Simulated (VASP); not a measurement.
# Sc3C (Pm-3m) in VASP: further runs, part 2 of 2

VASP 6.6.1. Earlier steps stand in the parts before.

## (3) Single point, PBE

This run uses another cell than the first one, of 16.17 Å³/atom.

The input, INCAR:

```
PREC = Accurate ; ENCUT = 520
EDIFF = 1E-6 ; ISMEAR = 0
SIGMA = 0.1 ; LREAL = F
LASPH = T ; NELM = 80
ALGO = Normal ; ISIF = 2
LWAVE = F ; LCHARG = F
GGA = PE ; NBANDS = 26
```

The input, KPOINTS:

```
Automatic mesh
0
Gamma
  12 12 12
```

The input, POSCAR:

```
Sc3C
1.0
    4.0137101462      0.0000000000      0.0000000000
    0.0000000000      4.0137101462      0.0000000000
    0.0000000000      0.0000000000      4.0137101462
Sc C
3 1
Direct
    0.0000000000      0.5000000000      0.5000000000
    0.5000000000      0.0000000000      0.5000000000
    0.5000000000      0.5000000000      0.0000000000
    0.0000000000      0.0000000000      0.0000000000
```

Potentials or basis: VASP PAW PBE potentials, release 64 (Sc_sv, C).

On the command line:

```
$ cat potpaw_PBE.64/Sc_sv/POTCAR potpaw_PBE.64/C/POTCAR > POTCAR
$ mpirun -np 1 vasp_std > vasp.out
```

OUTCAR:

```text
PREC = Accurate
   ENCUT = 520
   EDIFF = 1E-6
   ISMEAR = 0
   LREAL = F
   LASPH = T
   NELM = 80
   ISIF = 2
   GGA = PE

 ion  position               nearest neighbor table
   1  0.000  0.500  0.500-   2 2.84   3 2.84   3 2.84   2 2.84   2 2.84   3 2.84   3 2.84   2 2.84

   2  0.500  0.000  0.500-   1 2.84   3 2.84   3 2.84   1 2.84   3 2.84   3 2.84   1 2.84   1 2.84

   3  0.500  0.500  0.000-   1 2.84   2 2.84   1 2.84   2 2.84   2 2.84   2 2.84   1 2.84   1 2.84

   4  0.000  0.000  0.000-

  LATTYP: Found a simple cubic cell.
 ALAT       =     4.0137101462

  Lattice vectors:

 A1 = (   4.0137101462,   0.0000000000,   0.0000000000)
 A2 = (   0.0000000000,   4.0137101462,   0.0000000000)
 A3 = (   0.0000000000,   0.0000000000,   4.0137101462)

Analysis of symmetry for initial positions (statically):
=====================================================================
 Subroutine PRICEL returns:
 Original cell was already a primitive cell.

[... 167 lines left out ...]
  ---------------------------------------------------
  ext. energy  EPLUGINS =         0.00000000
  ---------------------------------------------------
  free energy    TOTEN  =       -25.42543203 eV

  energy without entropy =      -25.39876579  energy(sigma->0) =      -25.41209891

 E-fermi :   5.6312     XC(G=0): -11.0825

 val. band max:        5.6245765593   @ k =   0.3333   0.3333   0.0000
 cond. band min:       5.6358517433   @ k =   0.2500   0.2500   0.0000
 fundamental gap:      0.0112751840
 Fermi energy:         5.6312398330

 k-point     1 :       0.0000    0.0000    0.0000
  band No.  band energies     occupation
      1     -43.5933      2.00000
      2     -43.2843      2.00000
      3     -43.2843      2.00000
      4     -22.6094      2.00000
      5     -22.6094      2.00000
      6     -22.6094      2.00000
[... 685 lines left out ...]
     25       8.4708      0.00000
     26       8.7885      0.00000

 [... further k-points ...]
[... 5 lines left out ...]
  --------------------------------------------------------------------------------------
  -------------------------------------------------------------------------------------
  Total        0.0914511      0.0914511      0.0914511     -0.0000000     -0.0000000      0.0000000
  in kB        2.2660080      2.2660080      2.2660080     -0.0000000     -0.0000000      0.0000000
  external PRESSURE =       2.2660080 kB  Pullay stress =       0.0000000 kB

 VOLUME and BASIS-vectors are now :
 -----------------------------------------------------------------------------
  energy-cutoff  :      520.00
  volume of cell :       64.66
      direct lattice vectors                 reciprocal lattice vectors
     4.013710146  0.000000000  0.000000000     0.249146043  0.000000000  0.000000000
     0.000000000  4.013710146  0.000000000     0.000000000  0.249146043  0.000000000
     0.000000000  0.000000000  4.013710146     0.000000000  0.000000000  0.249146043

 POSITION                                       TOTAL-FORCE (eV/Angst)
 -----------------------------------------------------------------------------------
      0.00000      2.00686      2.00686         0.000000      0.000000      0.000000
      2.00686      0.00000      2.00686         0.000000      0.000000      0.000000
      2.00686      2.00686      0.00000         0.000000      0.000000      0.000000
      0.00000      0.00000      0.00000         0.000000      0.000000      0.000000
 -----------------------------------------------------------------------------------
    total drift:                                0.000000      0.000000     -0.000000

  FREE ENERGIE OF THE ION-ELECTRON SYSTEM (eV)
  ---------------------------------------------------
  free  energy   TOTEN  =       -25.4254320310 eV

  energy  without entropy=      -25.3987657900  energy(sigma->0) =      -25.41209891
```

OSZICAR:

```text
N       E                     dE             d eps       ncg     rms          rms(c)
DAV:   1     0.654437297240E+03    0.65444E+03   -0.17185E+04  4392   0.157E+03
DAV:   2     0.225763731077E+02   -0.63186E+03   -0.62267E+03  5584   0.669E+02
DAV:   3    -0.261315305719E+02   -0.48708E+02   -0.47586E+02  7054   0.231E+02
DAV:   4    -0.285809323468E+02   -0.24494E+01   -0.23360E+01  7302   0.431E+01
DAV:   5    -0.286470291645E+02   -0.66097E-01   -0.65908E-01  7296   0.815E+00    0.139E+01
DAV:   6    -0.259693552395E+02    0.26777E+01   -0.21356E+01  7078   0.280E+01    0.590E+00
DAV:   7    -0.255017599612E+02    0.46760E+00   -0.18569E+00  7804   0.833E+00    0.325E+00
DAV:   8    -0.254350710997E+02    0.66689E-01   -0.51411E-01  6710   0.549E+00    0.653E-01
DAV:   9    -0.254259286739E+02    0.91424E-02   -0.58250E-02  7720   0.148E+00    0.314E-01
DAV:  10    -0.254254057291E+02    0.52294E-03   -0.41402E-03  7214   0.630E-01    0.744E-02
DAV:  11    -0.254254407231E+02   -0.34994E-04   -0.62648E-04  7280   0.142E-01    0.295E-02
DAV:  12    -0.254254343685E+02    0.63546E-05   -0.50390E-05  7534   0.502E-02    0.102E-02
DAV:  13    -0.254254325775E+02    0.17910E-05   -0.58905E-06  6022   0.183E-02    0.423E-03
DAV:  14    -0.254254320310E+02    0.54654E-06   -0.34613E-06  5360   0.954E-03
   1 F= -.25425432E+02 E0= -.25412099E+02  d E =-.266662E-01
```

Run time: 4 min. Hardware: 1 thread of Intel Xeon 8259CL, shared host; peak memory 0.25 GiB.

What came out:

```
Free energy            : -25.4254 eV
Pressure               : 0.2 GPa
Band gap on the k mesh : zero (an odd number of electrons rules out a gap without spin polarisation)
```

Levels at points of the mesh, in eV from the Fermi level:
| k point | band 15 | band 16 | band 17 | band 18 | band 19 | band 20 | band 21 | band 22 | band 23 | band 24 |
| --- | --- | --- | --- | --- | --- | --- | --- | --- | --- | --- |
| (0.00, 0.00, 0.00) | -1.13 | -1.13 | -0.99 | -0.99 | -0.99 | -0.82 | -0.82 | -0.82 | 1.37 | 3.03 |
| (0.50, 0.00, 0.00) | -2.11 | -2.09 | -2.09 | -0.30 | 0.45 | 1.26 | 1.26 | 1.50 | 2.13 | 2.15 |
| (0.50, 0.50, 0.00) | -3.47 | -2.45 | -0.99 | 0.20 | 0.20 | 0.22 | 1.47 | 1.47 | 2.50 | 2.50 |
| (0.50, 0.50, 0.50) | -2.15 | -2.15 | -1.54 | -1.54 | -1.54 | 1.46 | 1.46 | 1.46 | 1.59 | 1.85 |

## (4) Relaxation of cell and atoms, PBE

The input, INCAR:

```
PREC = Accurate
ENCUT = 600
EDIFF = 1E-6
ISMEAR = 0
SIGMA = 0.1
LREAL = False
LASPH = True
NELM = 60
ALGO = Normal
ISIF = 3
LWAVE = False
LCHARG = False
GGA = PE
IBRION = 2
NSW = 100
EDIFFG = -0.01
```

KPOINTS is that of step 3.

The input, POSCAR:

```
Sc3C
1.0
    4.0001878070      0.0000000000      0.0000000000
    0.0000000000      4.0001878070      0.0000000000
    0.0000000000      0.0000000000      4.0001878070
Sc C
3 1
Direct
    0.0000000000      0.5000000000      0.5000000000
    0.5000000000      0.0000000000      0.5000000000
    0.5000000000      0.5000000000      0.0000000000
    0.0000000000      0.0000000000      0.0000000000
```

Potentials or basis: VASP PAW PBE potentials, release 64 (Sc_sv, C).

On the command line:

```
$ cat potpaw_PBE.64/Sc_sv/POTCAR potpaw_PBE.64/C/POTCAR > POTCAR
$ mpirun -np 1 vasp_std > vasp.out
```

OUTCAR:

```text
PREC = Accurate
   ENCUT = 600
   EDIFF = 1E-6
   ISMEAR = 0
   LREAL = False
   LASPH = True
   NELM = 60
   ISIF = 3
   GGA = PE
   IBRION = 2
   NSW = 100
   EDIFFG = -0.01

 ion  position               nearest neighbor table
   1  0.000  0.500  0.500-   2 2.83   3 2.83   3 2.83   2 2.83   2 2.83   3 2.83   3 2.83   2 2.83

   2  0.500  0.000  0.500-   1 2.83   3 2.83   3 2.83   1 2.83   3 2.83   3 2.83   1 2.83   1 2.83

   3  0.500  0.500  0.000-   1 2.83   2 2.83   1 2.83   2 2.83   2 2.83   2 2.83   1 2.83   1 2.83

   4  0.000  0.000  0.000-

[... 850 lines left out ...]
  --------------------------------------------------------------------------------------
  -------------------------------------------------------------------------------------
  Total       -0.0348073     -0.0348073     -0.0348073     -0.0000000     -0.0000000     -0.0000000
  in kB       -0.8585231     -0.8585231     -0.8585231     -0.0000000     -0.0000000     -0.0000000
  external PRESSURE =      -0.8585231 kB  Pullay stress =       0.0000000 kB

 VOLUME and BASIS-vectors are now :
 -----------------------------------------------------------------------------
  energy-cutoff  :      600.00
  volume of cell :       64.96
      direct lattice vectors                 reciprocal lattice vectors
     4.019849306 -0.000000000  0.000000000     0.248765544  0.000000000  0.000000000
    -0.000000000  4.019849306  0.000000000     0.000000000  0.248765544  0.000000000
    -0.000000000 -0.000000000  4.019849306    -0.000000000 -0.000000000  0.248765544

 POSITION                                       TOTAL-FORCE (eV/Angst)
 -----------------------------------------------------------------------------------
     -0.00000      2.00992      2.00992         0.000000     -0.000000      0.000000
      2.00992     -0.00000      2.00992        -0.000000      0.000000      0.000000
      2.00992      2.00992      0.00000        -0.000000     -0.000000      0.000000
      0.00000      0.00000      0.00000        -0.000000     -0.000000      0.000000
 -----------------------------------------------------------------------------------
    total drift:                                0.000000     -0.000000     -0.000000

  FREE ENERGIE OF THE ION-ELECTRON SYSTEM (eV)
  ---------------------------------------------------
  free  energy   TOTEN  =       -25.4264908777 eV

  energy  without entropy=      -25.3996021801  energy(sigma->0) =      -25.41304653

 reached required accuracy - stopping structural energy minimisation
```

OSZICAR:

```text
N       E                     dE             d eps       ncg     rms          rms(c)
DAV:   1     0.735769153675E+03    0.73577E+03   -0.18844E+04  3712   0.207E+03
[... 15 lines left out ...]
DAV:   1    -0.254896764527E+02   -0.65943E-01   -0.20734E+00  3714   0.198E+01    0.196E+00
DAV:   2    -0.254344114738E+02    0.55265E-01   -0.18277E-01  5540   0.599E+00    0.582E-01
DAV:   3    -0.254267148112E+02    0.76967E-02   -0.26959E-02  5028   0.167E+00    0.250E-01
DAV:   4    -0.254265047107E+02    0.21010E-03   -0.13629E-03  6012   0.471E-01    0.169E-01
DAV:   5    -0.254264912136E+02    0.13497E-04   -0.25122E-04  5166   0.154E-01    0.160E-02
DAV:   6    -0.254264884492E+02    0.27644E-05   -0.52622E-05  5430   0.504E-02    0.441E-03
DAV:   7    -0.254264910405E+02   -0.25913E-05   -0.30942E-06  3586   0.197E-02    0.155E-03
DAV:   8    -0.254264908777E+02    0.16278E-06   -0.24101E-07  2190   0.975E-03
   2 F= -.25426491E+02 E0= -.25413047E+02  d E =-.275789E-02
```

It took 4.3 min on 1 thread of Intel Xeon 8259CL, shared host; peak memory 0.27 GiB.

What came out:

```yaml
Free_energy: -25.4265 eV
Relaxed_volume: 16.24 Å³/atom
Relaxed_cell: a = 4.020 Å, b = 4.020 Å, c = 4.020 Å, α = 90.00°, β = 90.00°, γ = 90.00°
Space_group_after_relaxing_to_0.1_Å: Pm-3m (No. 221)
Energy_gained_by_relaxing: 0.7 meV/atom
Ionic_steps: 2
Pressure_after_relaxing: -0.1 GPa
```

The path:
```
step  energy change (eV)  largest force (eV/Å)  pressure (GPa)  volume (Å³)
   1              0.0000                0.0000            1.02        64.01
   2             -0.0028                0.0000           -0.09        64.96
```

Final structure:
```cif
data_structure
_symmetry_space_group_name_H-M 'P 1'
_symmetry_Int_Tables_number 1
_cell_length_a 4.0198
_cell_length_b 4.0198
_cell_length_c 4.0198
_cell_angle_alpha 90.000
_cell_angle_beta 90.000
_cell_angle_gamma 90.000
_cell_volume 64.96
loop_
_atom_site_label
_atom_site_type_symbol
_atom_site_fract_x
_atom_site_fract_y
_atom_site_fract_z
_atom_site_occupancy
Sc1 Sc 0.00000 0.50000 0.50000 1
Sc2 Sc 0.50000 0.00000 0.50000 1
Sc3 Sc 0.50000 0.50000 0.00000 1
C1 C 0.00000 0.00000 0.00000 1
```

Caveat: the highest band is partly filled, so the run has too few bands.

## (5) Overview

```csv
task,cell,k mesh,cutoff (eV),gap on the mesh (eV),pressure (GPa)
single point,"a = 4.000 Å, 4 atoms",4 × 4 × 4,520,none,1.7
single point,"a = 4.014 Å, 4 atoms",12 × 12 × 12,520,none,0.2
relaxation of cell and atoms,"relaxed from a = 4.000 Å, 4 atoms",12 × 12 × 12,600,-,-0.1
```

Alike in all rows: level PBE; potentials or basis VASP PAW PBE potentials, release 64 (Sc_sv, C); no spin polarisation; smearing gaussian 0.1 eV.

Caveats: some runs use coarse meshes; the highest band is partly filled, so the run has too few bands (at least some runs).

Absolute energies hang on the potentials; compare differences alone.

The gap in the log of VASP goes by the Fermi energy; the results here count the filled bands.